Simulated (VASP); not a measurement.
# Ag (I4/mmm) in VASP: notebook

Runs on Ag. Level: r2SCAN. Tasks: single point.

Program: VASP 6.6.1. These are calculated values, not measurements. Logs are shortened: lines on timing, memory, paths and dates and some standing lists are left out, and cuts for length are marked.

**1. The cell of the first run**

It takes space group I4/mmm (No. 139, tetragonal). Conventional cell: a = 3.311 Å, b = 3.311 Å, c = 2.815 Å, α = 90.00°, β = 90.00°, γ = 90.00°. Ag (site symmetry 4/mmm) has 14 Ag at 2.73 to 3.31 Å within 3.6 Å.

**2. Single point, r2SCAN (strain -0.1500 x Voigt [0, 0, 1, 0, 0, 0])**

Contents of POSCAR:

```
Ag
1.0
   -1.6556540000      1.6556540000      1.4073059000
    1.6556540000     -1.6556540000      1.4073059000
    1.6556540000      1.6556540000     -1.4073059000
Ag
1
Direct
    0.0000000000      0.0000000000      0.0000000000
```

Contents of INCAR.step1:

```
ALGO = Normal
EDIFF = 1E-4
ENCUT = 520
GGA = PE
ISMEAR = 0
LASPH = T
LCHARG = F
LREAL = F
LWAVE = T
NBANDS = 12
NELM = 80
PREC = Accurate
SIGMA = 0.15
```

Contents of INCAR.step2:

```
ALGO = Normal
EDIFF = 1E-6
ENCUT = 520
ISIF = 2
ISMEAR = 0
ISTART = 1
LASPH = T
LCHARG = F
LMIXTAU = T
LREAL = F
LWAVE = F
METAGGA = R2SCAN
NBANDS = 12
NELM = 80
PREC = Accurate
SIGMA = 0.15
```

Contents of KPOINTS:

```
k-points
0
Gamma
  20 20 20
```

Potentials or basis: VASP PAW PBE potentials, release 64 (Ag).

Run with:

```bash
> cat potpaw_PBE.64/Ag/POTCAR > POTCAR
> cp INCAR.step1 INCAR
> mpirun -np 1 vasp_std > vasp.out
> cp INCAR.step2 INCAR
> mpirun -np 1 vasp_std > vasp.out
```

OUTCAR:

```text
EDIFF = 1E-6
   ENCUT = 520
   ISIF = 2
   ISMEAR = 0
   ISTART = 1
   LASPH = T
   LREAL = F
   METAGGA = R2SCAN
   NELM = 80
   PREC = Accurate

 ion  position               nearest neighbor table
   1  0.000  0.000  0.000-

  LATTYP: Found a body centered tetragonal cell.
 ALAT       =     3.3113080000
 C/A-ratio  =     0.8500000000

  Lattice vectors:

 A1 = (  -1.6556540000,   1.6556540000,   1.4073059000)
 A2 = (   1.6556540000,  -1.6556540000,   1.4073059000)
 A3 = (   1.6556540000,   1.6556540000,  -1.4073059000)

Analysis of symmetry for initial positions (statically):
=====================================================================
 Subroutine PRICEL returns:
 Original cell was already a primitive cell.

 Routine SETGRP: Setting up the symmetry group for a
 body centered tetragonal supercell.

 Subroutine GETGRP returns: Found 16 space group operations
 (whereof 16 operations were pure point group operations)
 out of a pool of 16 trial point group operations.

The static configuration has the point symmetry D_4h.

Analysis of symmetry for dynamics (positions and initial velocities):
=====================================================================
 Subroutine PRICEL returns:
 Original cell was already a primitive cell.

 Routine SETGRP: Setting up the symmetry group for a
 body centered tetragonal supercell.

 Subroutine GETGRP returns: Found 16 space group operations
 (whereof 16 operations were pure point group operations)
 out of a pool of 16 trial point group operations.

The dynamic configuration has the point symmetry D_4h.

 Subroutine INISYM returns: Found 16 space group operations
 (whereof 16 operations are pure point group operations),
 and found     1 'primitive' translations

----------------------------------------------------------------------------------------

                                     Primitive cell

  volume of cell :      15.4308

  direct lattice vectors                    reciprocal lattice vectors
    -1.655654000  1.655654000  1.407305900     0.000000000  0.301995465  0.355288783
     1.655654000 -1.655654000  1.407305900     0.301995465  0.000000000  0.355288783
     1.655654000  1.655654000 -1.407305900     0.301995465  0.301995465  0.000000000

  length of vectors
     2.731829100  2.731829100  2.731829100     0.466295379  0.466295379  0.427086083

  position of ions in fractional coordinates (direct lattice)
     0.000000000  0.000000000  0.000000000

  ion indices of the primitive-cell ions
   primitive index   ion index
                 1           1

----------------------------------------------------------------------------------------

 KPOINTS: k-points

Automatic generation of k-mesh.
 Grid dimensions read from file:
 generate k-points for:   20   20   20

 Generating k-lattice:

  Cartesian coordinates                     Fractional coordinates (reciprocal lattice)
     0.000000000  0.015099773  0.017764439     0.050000000 -0.000000000  0.000000000
     0.015099773  0.000000000  0.017764439    -0.000000000  0.050000000  0.000000000
     0.015099773  0.015099773  0.000000000     0.000000000  0.000000000  0.050000000

  Length of vectors
     0.023314769  0.023314769  0.021354304

  Shift w.r.t. Gamma in fractional coordinates (k-lattice)
     0.000000000  0.000000000  0.000000000

 Subroutine IBZKPT returns following result:
 ===========================================

 Found    641 irreducible k-points:

 Following reciprocal coordinates:
            Coordinates               Weight
  0.000000  0.000000  0.000000      1.000000
  0.050000  0.000000  0.000000      8.000000
  0.100000  0.000000  0.000000      8.000000
  0.150000  0.000000  0.000000      8.000000
  0.200000  0.000000  0.000000      8.000000
  0.250000  0.000000  0.000000      8.000000
[... 16 lines left out ...]
 -0.400000  0.050000  0.000000     16.000000
 -0.350000  0.050000 -0.000000     16.000000
 [... further k-points ...]
   k-points           NKPTS =    641   k-points in BZ     NKDIM =    641   number of bands    NBANDS=     12
   number of dos      NEDOS =    301   number of ions     NIONS =      1
   total plane-waves  NPLWV =   8000
   dimension x,y,z NGX =    20 NGY =   20 NGZ =   20
   dimension x,y,z NGXF=    40 NGYF=   40 NGZF=   40
   ions per type =               1
   NGX,Y,Z   is equivalent  to a cutoff of  12.17, 12.17, 12.17 a.u.
   NGXF,Y,Z  is equivalent  to a cutoff of  24.34, 24.34, 24.34 a.u.
 SYSTEM =  unknown system
   PREC   = accura    normal or accurate (medium, high low for compatibility)
   ISTART =      1    job   : 0-new  1-cont  2-samecut
   ICHARG =      0    charge: 1-file 2-atom 10-const
   ISPIN  =      1    spin polarized calculation?
   LNONCOLLINEAR =      F non collinear calculations
   LSORBIT =      F    spin-orbit coupling
   LASPH  =      T    aspherical Exc in radial PAW
   ENCUT  =  520.0 eV  38.22 Ry    6.18 a.u.   5.08  5.08  5.08*2*pi/ulx,y,z
   NELM   =     80;   NELMIN=  2; NELMDL=  0     # of ELM steps
   EDIFF  = 0.1E-05   stopping-criterion for ELM
   LREAL  =      F    real-space projection
   EDIFFG = 0.1E-04   stopping-criterion for IOM
   NSW    =      0    number of steps for IOM
   IBRION =     -1    ionic relax: 0-MD 1-quasi-New 2-CG
   NFREE  =      0    steps in history (QN), initial steepest desc. (CG)
   ISIF   =      2    stress and relaxation
   ISYM   =      2    0-nonsym 1-usesym 2-fastsym
   POTIM  = 0.5000    time-step for ionic-motion
   TEBEG  =    0.0;   TEEND  =   0.0 temperature during run
   PSTRESS=    0.0 pullay stress
   NELECT =      11.0000    total number of electrons
   NUPDOWN=      -1.0000    fix difference up-down
   EMIN   =  10.00;   EMAX   =-10.00  energy-range for DOS
   EFERMI =   0.00;   METHOD = LEGACY
   ISMEAR =     0;   SIGMA  =   0.15  broadening in eV -4-tet -1-fermi 0-gaus
   EFERMI_NEDOS =   21; number of points for ismear=-14 and -15
   IALGO  =     38    algorithm
   IMIX   =      4    mixing-type and parameters
     AMIX     =   0.40;   BMIX     =  1.00
     AMIX_MAG =   1.60;   BMIX_MAG =  1.00
  volume/ion in A,a.u.               =      15.43       104.13
  Fermi-wavevector in a.u.,A,eV,Ry     =   1.462435  2.763601 29.098990  2.138715
  Thomas-Fermi vector in A             =   2.578649
   LORBIT       =      0    0 simple, 1 ext, 2 COOP (PROOUT), +10 PAW based schemes
   METAGGA = R2SCAN    functional components
   LHFCALC =     F    Hartree Fock is set to
   AEXX    =    0.0000 exact exchange contribution
   IVDW    =     0    specifies the selected vdW correction
   LEPSILON=     F    determine dielectric tensor
   LRPA    =     F    only Hartree local field effects (RPA)
 non-spin polarized calculation
 Gauss-broadening in eV      SIGMA  =   0.15
  energy-cutoff  :      520.00
  volume of cell :       15.43
 maximum number of plane-waves:       431
   NGX = 11   NGY = 11   NGZ = 11

 number of electron      11.0000004 magnetization

 Free energy of the ion-electron system (eV)
  ---------------------------------------------------
  ext. energy  EPLUGINS =         0.00000000
  ---------------------------------------------------
  free energy    TOTEN  =       -21.21946425 eV

  energy without entropy =      -21.21585199  energy(sigma->0) =      -21.21765812

 E-fermi :   9.9689     XC(G=0): -13.6732

 val. band max:        9.9554756579   @ k =  -0.3000   0.4500   0.1500
 cond. band min:       9.9693261238   @ k =  -0.4500   0.4500   0.1500
 fundamental gap:      0.0138504659
 Fermi energy:         9.9689159339

 k-point     1 :       0.0000    0.0000    0.0000
  band No.  band energies     occupation
      1       1.1445      2.00000
      2       3.6711      2.00000
      3       4.6724      2.00000
      4       4.6724      2.00000
      5       5.0361      2.00000
      6       6.2026      2.00000
      7      27.7525      0.00000
      8      27.7525      0.00000
      9      31.6766      0.00000
     10      35.7270      0.00000
     11      35.9337      0.00000
     12      35.9337      0.00000

 k-point     2 :       0.0500    0.0000    0.0000
  band No.  band energies     occupation
      1       1.2453      2.00000
      2       3.6960      2.00000
      3       4.6602      2.00000
      4       4.6704      2.00000
      5       5.0578      2.00000
      6       6.1750      2.00000
      7      27.7547      0.00000
      8      27.8314      0.00000
      9      31.3121      0.00000
     10      34.7444      0.00000
     11      35.3442      0.00000
     12      36.1282      0.00000

 k-point     3 :       0.1000    0.0000    0.0000
  band No.  band energies     occupation
      1       1.5386      2.00000
      2       3.7455      2.00000
      3       4.6159      2.00000
      4       4.6913      2.00000
      5       5.1365      2.00000
      6       6.1012      2.00000
      7      27.7127      0.00000
      8      28.0507      0.00000
      9      30.2179      0.00000
     10      33.9343      0.00000
     11      34.1406      0.00000
     12      35.6598      0.00000
[... 286 lines left out ...]
 k-point    23 :      -0.4000    0.0500    0.0000
  band No.  band energies     occupation
      1       2.6780      2.00000
      2       3.1802      2.00000
      3       5.7119      2.00000
      4       6.1279      2.00000
      5       6.3284      2.00000
      6       7.8492      2.00000
      7      19.2256      0.00000
      8      23.9798      0.00000
      9      25.6118      0.00000
     10      31.0686      0.00000
     11      32.6559      0.00000
     12      37.2570      0.00000

 k-point    24 :      -0.3500    0.0500   -0.0000
  band No.  band energies     occupation
      1       2.8253      2.00000
      2       3.3191      2.00000
      3       5.6561      2.00000
      4       5.8027      2.00000
      5       5.9392      2.00000
      6       6.7715      2.00000
      7      21.3596      0.00000
      8      24.5847      0.00000
      9      26.5335      0.00000
     10      30.8393      0.00000
     11      32.7825      0.00000
     12      37.3854      0.00000

 [... further k-points ...]

------------------------ aborting loop because EDIFF is reached ----------------------------------------

  FORCE on cell =-STRESS in cart. coord.  units (eV):
  Direction    XX          YY          ZZ          XY          YZ          ZX
  --------------------------------------------------------------------------------------
  -------------------------------------------------------------------------------------
  Total        1.6488288      1.6488288      2.0214589      0.0000000     -0.0000000      0.0000000
  in kB      171.1979167    171.1979167    209.8881087      0.0000000     -0.0000000      0.0000000
  external PRESSURE =     184.0946474 kB  Pullay stress =       0.0000000 kB

 VOLUME and BASIS-vectors are now :
 -----------------------------------------------------------------------------
  energy-cutoff  :      520.00
  volume of cell :       15.43
      direct lattice vectors                 reciprocal lattice vectors
    -1.655654000  1.655654000  1.407305900     0.000000000  0.301995465  0.355288783
     1.655654000 -1.655654000  1.407305900     0.301995465  0.000000000  0.355288783
     1.655654000  1.655654000 -1.407305900     0.301995465  0.301995465  0.000000000

 POSITION                                       TOTAL-FORCE (eV/Angst)
 -----------------------------------------------------------------------------------
      0.00000      0.00000      0.00000         0.000000     -0.000000      0.000000
 -----------------------------------------------------------------------------------
    total drift:                                0.000000     -0.000000      0.000000

  FREE ENERGIE OF THE ION-ELECTRON SYSTEM (eV)
  ---------------------------------------------------
  free  energy   TOTEN  =       -21.2194642512 eV

  energy  without entropy=      -21.2158519931  energy(sigma->0) =      -21.21765812
```

Wall time 2.1 min (1 thread of Intel Xeon 6975P-C (Granite Rapids), shared host); peak memory 0.22 GiB.

What came out:

```yaml
Free_energy: -21.2195 eV
Pressure: 18.4 GPa
Band_gap_on_the_k_mesh: zero (an odd number of electrons rules out a gap without spin polarisation)
```

Stress tensor (GPa, compression positive):
```
17.12  0.00  0.00
 0.00 17.12  0.00
 0.00  0.00 20.99
```

Levels at points of the mesh, in eV from the Fermi level:
| k point | band 2 | band 3 | band 4 | band 5 | band 6 | band 7 | band 8 | band 9 | band 10 | band 11 |
| --- | --- | --- | --- | --- | --- | --- | --- | --- | --- | --- |
| (0.00, 0.00, 0.00) | -6.30 | -5.30 | -5.30 | -4.93 | -3.77 | 17.78 | 17.78 | 21.71 | 25.76 | 25.96 |
| (0.50, 0.00, 0.00) | -6.98 | -4.32 | -3.37 | -2.98 | 0.17 | 5.68 | 13.53 | 14.81 | 21.27 | 22.23 |
| (0.50, 0.50, 0.00) | -5.90 | -5.02 | -4.29 | -3.03 | -1.01 | 3.74 | 16.13 | 19.22 | 23.43 | 24.33 |
| (0.50, 0.50, 0.50) | -7.55 | -3.28 | -3.28 | -3.02 | 5.84 | 5.84 | 11.39 | 12.93 | 13.26 | 18.75 |

Caveat: the cell differs from its parent crystal (strain -0.1500 x Voigt [0, 0, 1, 0, 0, 0]); the cell stands under pressure; the PAW data sets were made with another functional, which shifts forces and pressure a little.

**3. Single point, r2SCAN (strain -0.1125 x Voigt [0, 0, 1, 0, 0, 0])**

Contents of POSCAR:

```
Ag
1.0
   -1.6556540000      1.6556540000      1.4693929250
    1.6556540000     -1.6556540000      1.4693929250
    1.6556540000      1.6556540000     -1.4693929250
Ag
1
Direct
    0.0000000000      0.0000000000      0.0000000000
```

Changes to INCAR.step1 since step 2:

```diff
@@ -10,3 +10,3 @@
 NBANDS = 12
-NELM = 80
+NELM = 100
 PREC = Accurate
```

Changes to INCAR.step2 since step 2:

```diff
@@ -13,3 +13,3 @@
 NBANDS = 12
-NELM = 80
+NELM = 100
 PREC = Accurate
```

KPOINTS is that of step 2.

Potentials or basis: VASP PAW PBE potentials, release 64 (Ag).

Run with:

```bash
> cat potpaw_PBE.64/Ag/POTCAR > POTCAR
> cp INCAR.step1 INCAR
> mpirun -np 1 vasp_std > vasp.out
> cp INCAR.step2 INCAR
> mpirun -np 1 vasp_std > vasp.out
```

Wall time 2.5 min (1 thread of Intel Xeon 6975P-C (Granite Rapids), shared host); peak memory 0.24 GiB.

The run converged. Its results:

```yaml
Free_energy: -21.2857 eV
Pressure: 10.3 GPa
Band_gap_on_the_k_mesh: zero (an odd number of electrons rules out a gap without spin polarisation)
```

Stress tensor (GPa, compression positive):
```
10.05  0.00  0.00
 0.00 10.05  0.00
 0.00  0.00 10.95
```

Levels at points of the mesh, in eV from the Fermi level:
```csv
k point,band 3,band 4,band 5,band 6,band 7,band 8,band 9,band 10
"(0.00, 0.00, 0.00)",-5.26,-5.26,-4.54,-3.77,18.01,18.01,20.69,25.39
"(0.50, 0.00, 0.00)",-4.17,-3.50,-2.93,0.12,5.13,13.53,14.72,20.82
"(0.50, 0.50, 0.00)",-4.65,-4.12,-2.99,-0.69,3.77,15.47,17.83,23.02
"(0.50, 0.50, 0.50)",-3.24,-3.24,-3.05,6.18,6.18,10.09,12.84,13.28
```

Caveat: the cell differs from its parent crystal (strain -0.1125 x Voigt [0, 0, 1, 0, 0, 0]); the cell stands under pressure; the PAW data sets were made with another functional, which shifts forces and pressure a little.
